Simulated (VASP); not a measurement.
# WS2 in VASP: further runs

The runs below take WS2 through single point, with PBEsol.

All numbers are computed with VASP 6.6.1; they aren't measurements. Logs are shortened: lines on timing, memory, paths and dates and some standing lists are left out, and cuts for length are marked.

## Step 1: The cell of the first run

The typed cell holds 6 atoms: a = 3.154 Å, b = 3.147 Å, c = 12.759 Å, α = 92.92°, β = 97.99°, γ = 119.79°.

## Step 2: Single point, PBEsol (engineering shear strain xz -0.1400, engineering shear strain yz -0.1400)

INCAR reads:

```
ALGO = Normal
EDIFF = 1E-7
ENCUT = 520
GGA = PS
ISIF = 2
ISMEAR = 0
LASPH = T
LCHARG = T
LELF = T
LREAL = F
LVHAR = T
LWAVE = F
NBANDS = 35
NELM = 60
PREC = Accurate
SIGMA = 0.05
```

KPOINTS reads:

```
k-points
0
Gamma
  12 12 2
```

POSCAR reads:

```
WS2
1.0
    3.1462408358      0.0000000000     -0.2202368585
   -1.5731204179      2.7247244902     -0.0806122851
   -0.8887658288     -0.8887658288     12.6966546967
W S
2 4
Direct
    0.1195850267      0.4819215356      0.2528897736
    0.8804149733      0.5180784644      0.7471102264
    0.4362285294      0.7701870168      0.6221403925
    0.3432896309      0.0675363109      0.1279981307
    0.6567103691      0.9324636891      0.8720018693
    0.5637714706      0.2298129832      0.3778596075
```

Potentials or basis: VASP PAW PBE potentials, release 64 (W_sv, S).

Command:

```bash
$ cat potpaw_PBE.64/W_sv/POTCAR potpaw_PBE.64/S/POTCAR > POTCAR
$ mpirun -np 1 vasp_std > vasp.out
```

OUTCAR:

```text
EDIFF = 1E-7
   ENCUT = 520
   GGA = PS
   ISIF = 2
   ISMEAR = 0
   LASPH = T
   LREAL = F
   NELM = 60
   PREC = Accurate

 ion  position               nearest neighbor table
   1  0.120  0.482  0.253-   6 2.40   4 2.40   4 2.40   6 2.40   4 2.40   6 2.40
   2  0.880  0.518  0.747-   3 2.40   5 2.40   5 2.40   3 2.40   5 2.40   3 2.40
   3  0.436  0.770  0.622-   2 2.40   2 2.40   2 2.40
   4  0.343  0.068  0.128-   1 2.40   1 2.40   1 2.40
   5  0.657  0.932  0.872-   2 2.40   2 2.40   2 2.40
   6  0.564  0.230  0.378-   1 2.40   1 2.40   1 2.40

  LATTYP: Found a triclinic cell.
 ALAT       =     3.1472733814
 B/A-ratio  =     1.0021181270
 C/A-ratio  =     3.9874846850
 COS(alpha) =     0.0145743856
 COS(beta)  =     0.0740975051
 COS(gamma) =     0.4968272864

  Lattice vectors:

 A1 = (  -1.5731204179,   2.7247244902,  -0.0806122851)
 A2 = (  -3.1462408358,   0.0000000000,   0.2202368585)
 A3 = (   0.6843545891,   1.8359586614,  12.3958055531)

Analysis of symmetry for initial positions (statically):
=====================================================================
 Subroutine PRICEL returns:
 Original cell was already a primitive cell.

 Routine SETGRP: Setting up the symmetry group for a
 triclinic supercell.

 Subroutine GETGRP returns: Found  2 space group operations
 (whereof  2 operations were pure point group operations)
 out of a pool of  2 trial point group operations.

The static configuration has the point symmetry S_2 .

Analysis of symmetry for dynamics (positions and initial velocities):
=====================================================================
 Subroutine PRICEL returns:
 Original cell was already a primitive cell.

 Routine SETGRP: Setting up the symmetry group for a
 triclinic supercell.

 Subroutine GETGRP returns: Found  2 space group operations
 (whereof  2 operations were pure point group operations)
 out of a pool of  2 trial point group operations.

The dynamic configuration has the point symmetry S_2 .

 Subroutine INISYM returns: Found  2 space group operations
 (whereof  2 operations are pure point group operations),
 and found     1 'primitive' translations

----------------------------------------------------------------------------------------

                                     Primitive cell
[... 98 lines left out ...]
   NELM   =     60;   NELMIN=  2; NELMDL= -5     # of ELM steps
   EDIFF  = 0.1E-06   stopping-criterion for ELM
   LREAL  =      F    real-space projection
   EDIFFG = 0.1E-05   stopping-criterion for IOM
   NSW    =      0    number of steps for IOM
   IBRION =     -1    ionic relax: 0-MD 1-quasi-New 2-CG
   NFREE  =      0    steps in history (QN), initial steepest desc. (CG)
   ISIF   =      2    stress and relaxation
   ISYM   =      2    0-nonsym 1-usesym 2-fastsym
   POTIM  = 0.5000    time-step for ionic-motion
   TEBEG  =    0.0;   TEEND  =   0.0 temperature during run
   PSTRESS=    0.0 pullay stress
   NELECT =      52.0000    total number of electrons
   NUPDOWN=      -1.0000    fix difference up-down
   EMIN   =  10.00;   EMAX   =-10.00  energy-range for DOS
   EFERMI =   0.00;   METHOD = LEGACY
   ISMEAR =     0;   SIGMA  =   0.05  broadening in eV -4-tet -1-fermi 0-gaus
   EFERMI_NEDOS =   21; number of points for ismear=-14 and -15
   IALGO  =     38    algorithm
   IMIX   =      4    mixing-type and parameters
     AMIX     =   0.40;   BMIX     =  1.00
     AMIX_MAG =   1.60;   BMIX_MAG =  1.00
  volume/ion in A,a.u.               =      17.96       121.22
  Fermi-wavevector in a.u.,A,eV,Ry     =   1.284006  2.426419 22.431532  1.648671
  Thomas-Fermi vector in A             =   2.416225
   LORBIT       =      0    0 simple, 1 ext, 2 COOP (PROOUT), +10 PAW based schemes
   GGA     = PS    functional components
   LHFCALC =     F    Hartree Fock is set to
   AEXX    =    0.0000 exact exchange contribution
   IVDW    =     0    specifies the selected vdW correction
   LEPSILON=     F    determine dielectric tensor
   LRPA    =     F    only Hartree local field effects (RPA)
 non-spin polarized calculation
 Gauss-broadening in eV      SIGMA  =   0.05
  energy-cutoff  :      520.00
  volume of cell :      107.78
 maximum number of plane-waves:      2931
   NGX = 11   NGY = 11   NGZ = 47

 number of electron      51.9999996 magnetization

 Free energy of the ion-electron system (eV)
  ---------------------------------------------------
  ext. energy  EPLUGINS =         0.00000000
  ---------------------------------------------------
  free energy    TOTEN  =       -50.53186206 eV

  energy without entropy =      -50.53186206  energy(sigma->0) =      -50.53186206

 E-fermi :   7.5519     XC(G=0): -11.0154

 val. band max:        7.1877550307   @ k =   0.0000   0.0000   0.0000
 cond. band min:       8.2276751929   @ k =  -0.1667   0.3333  -0.0000
 fundamental gap:      1.0399201622
 Fermi energy:         7.5519005882

 k-point     1 :       0.0000    0.0000    0.0000
  band No.  band energies     occupation
      1     -67.3369      2.00000
      2     -67.3368      2.00000
      3     -31.6103      2.00000
      4     -31.6103      2.00000
      5     -31.4294      2.00000
      6     -31.4294      2.00000
[... 901 lines left out ...]
     34      11.5221      0.00000
     35      12.9700      0.00000

 [... further k-points ...]

------------------------ aborting loop because EDIFF is reached ----------------------------------------

  FORCE on cell =-STRESS in cart. coord.  units (eV):
  Direction    XX          YY          ZZ          XY          YZ          ZX
  --------------------------------------------------------------------------------------
  -------------------------------------------------------------------------------------
  Total       -0.2106418     -0.3378004      0.6334943     -0.2997527     -0.1357128      0.2136833
  in kB       -3.1313266     -5.0216215      9.4173020     -4.4560176     -2.0174580      3.1765410
  external PRESSURE =       0.4214513 kB  Pullay stress =       0.0000000 kB

 VOLUME and BASIS-vectors are now :
 -----------------------------------------------------------------------------
  energy-cutoff  :      520.00
  volume of cell :      107.78
      direct lattice vectors                 reciprocal lattice vectors
     3.146240836  0.000000000 -0.220236858     0.320320523  0.185985692  0.035441435
    -1.573120418  2.724724490 -0.080612285     0.001816145  0.368825729  0.025944931
    -0.888765829 -0.888765829 12.696654697     0.005567828  0.005567828  0.079540400

 POSITION                                       TOTAL-FORCE (eV/Angst)
 -----------------------------------------------------------------------------------
     -0.60664      1.08834      3.14567        -0.000428     -0.000632      0.000752
      1.29099      0.74762      9.25014         0.000428      0.000632     -0.000752
     -0.39205      1.54561      7.74094        -0.001251     -0.003151     -0.021509
      0.86007      0.07026      1.54410        -0.000551     -0.002296     -0.020223
     -0.17571      1.76570     10.85171         0.000551      0.002296      0.020223
      1.07641      0.29035      4.65486         0.001251      0.003151      0.021509
 -----------------------------------------------------------------------------------
    total drift:                               -0.000000      0.000000     -0.000000

  FREE ENERGIE OF THE ION-ELECTRON SYSTEM (eV)
  ---------------------------------------------------
  free  energy   TOTEN  =       -50.5318620643 eV

  energy  without entropy=      -50.5318620643  energy(sigma->0) =      -50.53186206
```

OSZICAR:

```text
N       E                     dE             d eps       ncg     rms          rms(c)
DAV:   1     0.511606879784E+03    0.51161E+03   -0.28346E+04 11184   0.148E+03
DAV:   2    -0.203881665322E+02   -0.53200E+03   -0.51356E+03 12059   0.410E+02
DAV:   3    -0.523208118943E+02   -0.31933E+02   -0.31392E+02 12757   0.960E+01
DAV:   4    -0.530962202270E+02   -0.77541E+00   -0.77201E+00 12536   0.157E+01
DAV:   5    -0.531122791721E+02   -0.16059E-01   -0.16048E-01 12536   0.237E+00    0.395E+01
DAV:   6    -0.509045945519E+02    0.22077E+01   -0.73202E+00 11954   0.182E+01    0.166E+01
DAV:   7    -0.506697447778E+02    0.23485E+00   -0.23875E+00 11255   0.787E+00    0.647E+00
DAV:   8    -0.505338542728E+02    0.13589E+00   -0.37489E-01 11737   0.417E+00    0.208E+00
DAV:   9    -0.505346220421E+02   -0.76777E-03   -0.49216E-02 13026   0.112E+00    0.112E+00
DAV:  10    -0.505323586522E+02    0.22634E-02   -0.24568E-02 12370   0.101E+00    0.431E-01
DAV:  11    -0.505318664880E+02    0.49216E-03   -0.41066E-03 11357   0.396E-01    0.172E-01
DAV:  12    -0.505318455795E+02    0.20909E-04   -0.16724E-04 11583   0.784E-02    0.632E-02
DAV:  13    -0.505318597181E+02   -0.14139E-04   -0.23800E-05 12072   0.287E-02    0.415E-02
DAV:  14    -0.505318625399E+02   -0.28218E-05   -0.14061E-05 12224   0.207E-02    0.270E-02
DAV:  15    -0.505318619938E+02    0.54615E-06   -0.26753E-06 12158   0.112E-02    0.120E-02
DAV:  16    -0.505318620643E+02   -0.70521E-07   -0.85675E-07 10800   0.372E-03
   1 F= -.50531862E+02 E0= -.50531862E+02  d E =-.902980E-27
```

It took 3.1 min on 1 thread of Intel Xeon 6975P-C (Granite Rapids), shared host; peak memory 0.53 GiB.

What came out:

```
Free energy            : -50.5319 eV
Pressure               : 0.0 GPa
Largest force          : 0.022 eV/Å
Band gap on the k mesh : 1.04 eV (least direct gap 1.84 eV)
```

Forces on the atoms (eV/Å):
```
W    0.000 -0.001  0.001
W    0.000  0.001 -0.001
S   -0.001 -0.003 -0.022
S   -0.001 -0.002 -0.020
S    0.001  0.002  0.020
S    0.001  0.003  0.022
```

Caveat: the cell differs from its parent crystal (engineering shear strain xz -0.1400, engineering shear strain yz -0.1400); the PAW data sets were made with another functional, which shifts forces and pressure a little; spin-orbit coupling is left out, which moves the levels of the heavy elements. A k mesh can miss the band edges.

## Step 3: Single point, PBEsol (engineering shear strain xz +0.0000, engineering shear strain yz -0.0933)

INCAR reads:

```
SYSTEM = WS2
PREC = Accurate
ENCUT = 520
EDIFF = 1E-6
ISMEAR = 0
SIGMA = 0.05
LREAL = .FALSE.
LASPH = .TRUE.
NELM = 60
ALGO = Normal
ISIF = 2
LWAVE = .FALSE.
LCHARG = .TRUE.
GGA = PS
LELF = .TRUE.
LVHAR = .TRUE.
NBANDS = 35
```

KPOINTS reads:

```
regular mesh
0
G
  12 12 2
  0 0 0
```

POSCAR reads:

```
WS2
1.0
    3.1462408358      0.0000000000      0.0000000000
   -1.5731204179      2.7247244902     -0.1271083975
    0.0000000000     -0.5922989416     12.6966546967
W S
2 4
Direct
    0.3832056140      0.7664112280      0.2461958647
    0.6167943860      0.2335887720      0.7538041353
    0.2567633210      0.5135266419      0.6300963498
    0.6895925302      0.3791850605      0.1223922681
    0.3104074698      0.6208149395      0.8776077319
    0.7432366790      0.4864733581      0.3699036502
```

Potentials or basis: VASP PAW PBE potentials, release 64 (W_sv, S).

Command:

```bash
$ cat potpaw_PBE.64/W_sv/POTCAR potpaw_PBE.64/S/POTCAR > POTCAR
$ mpirun -np 1 vasp_std > vasp.out
```

Run time: 8.8 min. Hardware: 1 thread of Oxide Virtual Turin-like, shared host; peak memory 0.36 GiB.

Results (log left out):

| Item | Value |
| --- | --- |
| Free energy | -50.5367 eV |
| Pressure | 0.2 GPa |
| Largest force | 0.015 eV/Å |
| Band gap on the k mesh | 1.09 eV (least direct gap 1.87 eV) |

Forces on the atoms (eV/Å):
```
W    0.000 -0.009 -0.001
W    0.000  0.009  0.001
S    0.000 -0.003 -0.010
S    0.000  0.006 -0.014
S    0.000 -0.006  0.014
S    0.000  0.003  0.010
```

Stress tensor (GPa, compression positive):
```
 0.22  0.00  0.00
 0.00 -0.07  0.10
 0.00  0.10  0.57
```

Levels at points of the mesh, in eV from the valence-band top:
| k point | band 24 | band 25 | band 26 | band 27 | band 28 | band 29 |
| --- | --- | --- | --- | --- | --- | --- |
| (0.00, 0.00, 0.00) | -1.64 | -1.16 | 0.00 | 2.40 | 2.41 | 2.42 |
| (0.50, 0.00, 0.00) | -1.73 | -1.64 | -1.44 | 2.44 | 2.45 | 2.77 |
| (0.00, 0.50, 0.00) | -1.67 | -1.55 | -1.45 | 2.43 | 2.46 | 2.65 |
| (0.00, 0.00, 0.50) | -2.12 | -0.38 | -0.29 | 2.39 | 2.42 | 2.43 |
| (0.50, 0.00, 0.50) | -1.71 | -1.55 | -1.48 | 2.43 | 2.46 | 2.78 |
| (0.00, 0.50, 0.50) | -1.73 | -1.67 | -1.39 | 2.44 | 2.44 | 2.80 |

Caveat: the cell differs from its parent crystal (engineering shear strain xz +0.0000, engineering shear strain yz -0.0933); the PAW data sets were made with another functional, which shifts forces and pressure a little; spin-orbit coupling is left out, which moves the levels of the heavy elements; this functional lacks dispersion, which binds layers or chains, so the pressure and a relaxed spacing across them are unreliable.

(Part 1 of 2 ends here.)
